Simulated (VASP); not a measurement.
# SnO2 (Pnnm) in VASP: single point with LDA

Aim: the single point of SnO2 with LDA.

All numbers are computed with VASP 6.6.1; they aren't measurements. Logs are shortened: lines on timing, memory, paths and dates and some standing lists are left out, and cuts for length are marked.

### Step 1. The cell of the first run

The typed cell holds 6 atoms: a = 4.721 Å, b = 4.724 Å, c = 3.190 Å, α = 90.00°, β = 90.00°, γ = 90.00°.

### Step 2. Single point, LDA

POSCAR reads:

```
SnO2
1.0
    4.7212714757      0.0000000000      0.0000000000
    0.0000000000      4.7242464866      0.0000000000
    0.0000000000      0.0000000000      3.1900194031
Sn O
2 4
Direct
    0.5000000000      0.5000000000      0.5000000000
    0.0000000000      0.0000000000      0.0000000000
    0.3055669669      0.3065721211      0.0000000000
    0.8055669669      0.1934278789      0.5000000000
    0.1944330331      0.8065721211      0.5000000000
    0.6944330331      0.6934278789      0.0000000000
```

INCAR.step1 reads:

```
PREC     = Accurate       # precision mode
ENCUT    = 520            # plane-wave cutoff, eV
EDIFF    = 1E-6           # SCF threshold, eV
ISMEAR   = 0              # smearing method
SIGMA    = 0.02           # smearing width, eV
LREAL    = F              # projectors in reciprocal space
LASPH    = T              # aspherical terms in the spheres
NELM     = 100            # most SCF steps
ALGO     = Normal         # electronic algorithm
ISIF     = 2              # what is computed and relaxed
LWAVE    = F              # write WAVECAR
LCHARG   = T              # write CHGCAR
NBANDS   = 35             # bands
```

KPOINTS.step1 reads:

```
regular mesh
0
Gamma
  6 6 8
```

INCAR.step2 reads:

```
PREC     = Accurate       # precision mode
ENCUT    = 520            # plane-wave cutoff, eV
EDIFF    = 1E-6           # SCF threshold, eV
ISMEAR   = -5             # smearing method
SIGMA    = 0.02           # smearing width, eV
LREAL    = F              # projectors in reciprocal space
LASPH    = T              # aspherical terms in the spheres
NELM     = 100            # most SCF steps
ALGO     = Normal         # electronic algorithm
ISIF     = 2              # what is computed and relaxed
LWAVE    = F              # write WAVECAR
LCHARG   = F              # write CHGCAR
LORBIT   = 11             # projections on sites
NEDOS    = 1001           # points of the DOS
ICHARG   = 11             # starting density
```

KPOINTS.step2 reads:

```
regular mesh
0
Gamma
  9 9 12
```

Potentials or basis: VASP PAW LDA potentials, release 64 (Sn_d, O).

Started as:

```console
$ cat potpaw_LDA.64/Sn_d/POTCAR potpaw_LDA.64/O/POTCAR > POTCAR
$ cp INCAR.step1 INCAR
$ cp KPOINTS.step1 KPOINTS
$ mpirun -np 1 vasp_std > vasp.out
$ cp INCAR.step2 INCAR
$ cp KPOINTS.step2 KPOINTS
$ mpirun -np 1 vasp_std > vasp.out
```

OUTCAR:

```text
PREC = Accurate
   ENCUT = 520
   EDIFF = 1E-6
   ISMEAR = -5
   LREAL = F
   LASPH = T
   NELM = 100
   ISIF = 2
   LORBIT = 11
   ICHARG = 11

 ion  position               nearest neighbor table
   1  0.500  0.500  0.500-   4 2.04   5 2.04   3 2.05   6 2.05   3 2.05   6 2.05   2 3.70   2 3.70
                             2 3.70   2 3.70   2 3.70   2 3.70   2 3.70   2 3.70
   2  0.000  0.000  0.000-   3 2.04   6 2.04   5 2.05   4 2.05   4 2.05   5 2.05   1 3.70   1 3.70
                             1 3.70   1 3.70   1 3.70   1 3.70   1 3.70   1 3.70
   3  0.306  0.307  0.000-   2 2.04   1 2.05   1 2.05
   4  0.806  0.193  0.500-   1 2.04   2 2.05   2 2.05
   5  0.194  0.807  0.500-   1 2.04   2 2.05   2 2.05
   6  0.694  0.693  0.000-   2 2.04   1 2.05   1 2.05

  LATTYP: Found a simple orthorhombic cell.
 ALAT       =     3.1900194031
 B/A-ratio  =     1.4800134040
 C/A-ratio  =     1.4809460037

  Lattice vectors:

 A1 = (   0.0000000000,   0.0000000000,   3.1900194031)
 A2 = (   4.7212714757,   0.0000000000,   0.0000000000)
 A3 = (   0.0000000000,   4.7242464866,   0.0000000000)

Analysis of symmetry for initial positions (statically):
=====================================================================
 Subroutine PRICEL returns:
 Original cell was already a primitive cell.

 Routine SETGRP: Setting up the symmetry group for a
 simple orthorhombic supercell.

 Subroutine GETGRP returns: Found  8 space group operations
 (whereof  4 operations were pure point group operations)
 out of a pool of  8 trial point group operations.

The static configuration has the point symmetry C_2h.
 The point group associated with its full space group is D_2h.

Analysis of symmetry for dynamics (positions and initial velocities):
=====================================================================
 Subroutine PRICEL returns:
 Original cell was already a primitive cell.

 Routine SETGRP: Setting up the symmetry group for a
 simple orthorhombic supercell.

 Subroutine GETGRP returns: Found  8 space group operations
 (whereof  4 operations were pure point group operations)
 out of a pool of  8 trial point group operations.

The dynamic configuration has the point symmetry C_2h.
 The point group associated with its full space group is D_2h.

 Subroutine INISYM returns: Found  8 space group operations
 (whereof  4 operations are pure point group operations),
 and found     1 'primitive' translations

----------------------------------------------------------------------------------------

                                     Primitive cell

  volume of cell :      71.1516

  direct lattice vectors                    reciprocal lattice vectors
     4.721271476  0.000000000  0.000000000     0.211807350  0.000000000  0.000000000
     0.000000000  4.724246487  0.000000000     0.000000000  0.211673968  0.000000000
     0.000000000  0.000000000  3.190019403     0.000000000  0.000000000  0.313477717

  length of vectors
     4.721271476  4.724246487  3.190019403     0.211807350  0.211673968  0.313477717

  position of ions in fractional coordinates (direct lattice)
     0.500000000  0.500000000  0.500000000
     0.000000000  0.000000000  0.000000000
     0.305566967  0.306572121  0.000000000
     0.805566967  0.193427879  0.500000000
     0.194433033  0.806572121  0.500000000
     0.694433033  0.693427879  0.000000000

  ion indices of the primitive-cell ions
   primitive index   ion index
                 1           1
                 2           2
                 3           3
                 4           4
                 5           5
                 6           6

----------------------------------------------------------------------------------------

 KPOINTS: regular mesh

Automatic generation of k-mesh.
 Grid dimensions read from file:
 generate k-points for:    9    9   12

 Generating k-lattice:

  Cartesian coordinates                     Fractional coordinates (reciprocal lattice)
     0.023534150  0.000000000  0.000000000     0.111111111  0.000000000  0.000000000
     0.000000000  0.023519330  0.000000000     0.000000000  0.111111111  0.000000000
     0.000000000  0.000000000  0.026123143     0.000000000  0.000000000  0.083333333

  Length of vectors
     0.023534150  0.023519330  0.026123143

  Shift w.r.t. Gamma in fractional coordinates (k-lattice)
     0.000000000  0.000000000  0.000000000

 TETIRR: Found   2898 inequivalent tetrahedra from     5832

 Subroutine IBZKPT returns following result:
 ===========================================

 Found    175 irreducible k-points:

 Following reciprocal coordinates:
            Coordinates               Weight
  0.000000  0.000000  0.000000      1.000000
  0.111111  0.000000  0.000000      2.000000
  0.222222  0.000000  0.000000      2.000000
  0.333333  0.000000  0.000000      2.000000
  0.444444  0.000000  0.000000      2.000000
  0.000000  0.111111  0.000000      2.000000
[... 16 lines left out ...]
  0.222222  0.444444  0.000000      4.000000
  0.333333  0.444444  0.000000      4.000000
 [... further k-points ...]
   k-points           NKPTS =    175   k-points in BZ     NKDIM =    175   number of bands    NBANDS=     31
   number of dos      NEDOS =   1001   number of ions     NIONS =      6
   total plane-waves  NPLWV =  31104
   dimension x,y,z NGX =    36 NGY =   36 NGZ =   24
   dimension x,y,z NGXF=    72 NGYF=   72 NGZF=   48
   ions per type =               2   4
   NGX,Y,Z   is equivalent  to a cutoff of  12.68, 12.67, 12.51 a.u.
   NGXF,Y,Z  is equivalent  to a cutoff of  25.35, 25.34, 25.01 a.u.
 SYSTEM =  unknown system
   PREC   = accura    normal or accurate (medium, high low for compatibility)
   ISTART =      0    job   : 0-new  1-cont  2-samecut
   ICHARG =     11    charge: 1-file 2-atom 10-const
   ISPIN  =      1    spin polarized calculation?
   LNONCOLLINEAR =      F non collinear calculations
   LSORBIT =      F    spin-orbit coupling
   LASPH  =      T    aspherical Exc in radial PAW
   ENCUT  =  520.0 eV  38.22 Ry    6.18 a.u.   8.78  8.78  5.93*2*pi/ulx,y,z
   NELM   =    100;   NELMIN=  2; NELMDL=  0     # of ELM steps
   EDIFF  = 0.1E-05   stopping-criterion for ELM
   LREAL  =      F    real-space projection
   EDIFFG = 0.1E-04   stopping-criterion for IOM
   NSW    =      0    number of steps for IOM
   IBRION =     -1    ionic relax: 0-MD 1-quasi-New 2-CG
   NFREE  =      0    steps in history (QN), initial steepest desc. (CG)
   ISIF   =      2    stress and relaxation
   ISYM   =      2    0-nonsym 1-usesym 2-fastsym
   POTIM  = 0.5000    time-step for ionic-motion
   TEBEG  =    0.0;   TEEND  =   0.0 temperature during run
   PSTRESS=    0.0 pullay stress
   NELECT =      52.0000    total number of electrons
   NUPDOWN=      -1.0000    fix difference up-down
   EMIN   =  10.00;   EMAX   =-10.00  energy-range for DOS
   EFERMI =   0.00;   METHOD = LEGACY
   ISMEAR =    -5;   SIGMA  =   0.02  broadening in eV -4-tet -1-fermi 0-gaus
   EFERMI_NEDOS =   21; number of points for ismear=-14 and -15
   IALGO  =     38    algorithm
   IMIX   =      4    mixing-type and parameters
     AMIX     =   0.40;   BMIX     =  1.00
     AMIX_MAG =   1.60;   BMIX_MAG =  1.00
  volume/ion in A,a.u.               =      11.86        80.03
  Fermi-wavevector in a.u.,A,eV,Ry     =   1.474623  2.786633 29.586044  2.174513
  Thomas-Fermi vector in A             =   2.589372
   LORBIT       =     11    0 simple, 1 ext, 2 COOP (PROOUT), +10 PAW based schemes
   GGA     = CA    functional components
   LHFCALC =     F    Hartree Fock is set to
   AEXX    =    0.0000 exact exchange contribution
   IVDW    =     0    specifies the selected vdW correction
   LEPSILON=     F    determine dielectric tensor
   LRPA    =     F    only Hartree local field effects (RPA)
 non-spin polarized calculation
 Fermi weights with tetrahedron method with Bloechl corrections
  energy-cutoff  :      520.00
  volume of cell :       71.15
 maximum number of plane-waves:      1934
 NGX is ok and might be reduce to    36

 number of electron      51.9999988 magnetization

 Free energy of the ion-electron system (eV)
  ---------------------------------------------------
  ext. energy  EPLUGINS =         0.00000000
  ---------------------------------------------------
  free energy    TOTEN  =       -42.28160747 eV

  energy without entropy =      -42.28160747  energy(sigma->0) =      -42.28160747

 E-fermi :   5.9464     XC(G=0): -11.8307

 val. band max:        5.9337075212   @ k =   0.0000   0.0000   0.0000
 cond. band min:       7.1300842191   @ k =   0.0000   0.0000   0.0000
 fundamental gap:      1.1963766979
 Fermi energy:         5.9464243069

 k-point     1 :       0.0000    0.0000    0.0000
  band No.  band energies     occupation
      1     -15.0931      2.00000
      2     -14.3058      2.00000
      3     -14.0234      2.00000
      4     -14.0233      2.00000
      5     -14.0201      2.00000
      6     -13.9347      2.00000
[... 23 lines left out ...]
     30      12.0142      0.00000
     31      16.0507      0.00000

 k-point     2 :       0.1111    0.0000    0.0000
  band No.  band energies     occupation
      1     -15.0740      2.00000
      2     -14.3278      2.00000
      3     -14.0226      2.00000
      4     -14.0224      2.00000
      5     -14.0200      2.00000
      6     -13.9510      2.00000
[... 23 lines left out ...]
     30      12.1526      0.00000
     31      16.1935      0.00000

 k-point     3 :       0.2222    0.0000    0.0000
  band No.  band energies     occupation
      1     -15.0173      2.00000
      2     -14.3999      2.00000
      3     -14.0203      2.00000
      4     -14.0201      2.00000
      5     -14.0196      2.00000
      6     -13.9824      2.00000
[... 23 lines left out ...]
     30      12.3870      0.00000
     31      16.5063      0.00000

 k-point     4 :       0.3333    0.0000    0.0000
  band No.  band energies     occupation
      1     -14.9257      2.00000
      2     -14.5198      2.00000
      3     -14.0189      2.00000
      4     -14.0177      2.00000
      5     -14.0174      2.00000
      6     -14.0044      2.00000
[... 635 lines left out ...]
     30      12.8393      0.00000
     31      16.6721      0.00000

 k-point    23 :       0.2222    0.4444    0.0000
  band No.  band energies     occupation
      1     -14.8281      2.00000
      2     -14.7234      2.00000
      3     -14.0215      2.00000
      4     -14.0185      2.00000
      5     -14.0084      2.00000
      6     -14.0032      2.00000
[... 23 lines left out ...]
     30      12.9890      0.00000
     31      16.6416      0.00000

 k-point    24 :       0.3333    0.4444    0.0000
  band No.  band energies     occupation
      1     -14.8406      2.00000
      2     -14.7738      2.00000
      3     -14.0246      2.00000
      4     -14.0220      2.00000
      5     -14.0008      2.00000
      6     -13.9970      2.00000
[... 23 lines left out ...]
     30      13.1505      0.00000
     31      16.6002      0.00000

 [... further k-points ...]

------------------------ aborting loop because EDIFF is reached ----------------------------------------

  FORCE on cell =-STRESS in cart. coord.  units (eV):
  Direction    XX          YY          ZZ          XY          YZ          ZX
  --------------------------------------------------------------------------------------
  -------------------------------------------------------------------------------------
  Total        0.4025863      0.3975519      0.6248576      0.0000000      0.0000000      0.0000000
  in kB        9.0653525      8.9519895     14.0704104      0.0000000      0.0000000      0.0000000
  external PRESSURE =      10.6959174 kB  Pullay stress =       0.0000000 kB

 VOLUME and BASIS-vectors are now :
 -----------------------------------------------------------------------------
  energy-cutoff  :      520.00
  volume of cell :       71.15
      direct lattice vectors                 reciprocal lattice vectors
     4.721271476  0.000000000  0.000000000     0.211807350  0.000000000  0.000000000
     0.000000000  4.724246487  0.000000000     0.000000000  0.211673968  0.000000000
     0.000000000  0.000000000  3.190019403     0.000000000  0.000000000  0.313477717

 POSITION                                       TOTAL-FORCE (eV/Angst)
 -----------------------------------------------------------------------------------
      2.36064      2.36212      1.59501        -0.000000      0.000000      0.000000
      0.00000      0.00000      0.00000        -0.000000      0.000000      0.000000
      1.44266      1.44832      0.00000        -0.014239     -0.016265      0.000000
      3.80330      0.91380      1.59501        -0.014239      0.016265     -0.000000
      0.91797      3.81045      1.59501         0.014239     -0.016265      0.000000
      3.27861      3.27592      0.00000         0.014239      0.016265      0.000000
 -----------------------------------------------------------------------------------
    total drift:                                0.000000      0.000000      0.000000

  FREE ENERGIE OF THE ION-ELECTRON SYSTEM (eV)
  ---------------------------------------------------
  free  energy   TOTEN  =       -42.2816074701 eV

  energy  without entropy=      -42.2816074701  energy(sigma->0) =      -42.28160747

 total charge

# of ion       s       p       d       tot
------------------------------------------
    1        0.894   1.131  10.395  12.420
    2        0.894   1.131  10.395  12.420
    3        1.549   3.497   0.000   5.046
    4        1.549   3.497   0.000   5.046
    5        1.549   3.497   0.000   5.046
    6        1.549   3.497   0.000   5.046
--------------------------------------------------
tot          7.985  16.251  20.789  45.025
```

Wall time 5.3 min (1 thread of Intel Xeon Platinum 8259CL at 2.50GHz (Skylake/Cascade Lake), shared host); peak memory 0.39 GiB.

What came out:

| Quantity | Value |
| --- | --- |
| Valence electrons inside the program's atomic spheres | Sn 12.42; O 5.05 |

Levels at points of the mesh, in eV from the valence-band top:
```tsv
k point	band 23	band 24	band 25	band 26	band 27	band 28	band 29	band 30
(0.00, 0.00, 0.00)	-1.28	-0.81	-0.81	0.00	1.20	5.96	6.07	6.08
(0.00, 0.00, 0.50)	-1.73	-1.73	-1.29	-1.29	6.07	6.07	9.54	9.54
```

Caveat: spin-orbit coupling is left out, which moves the levels of the heavy elements.
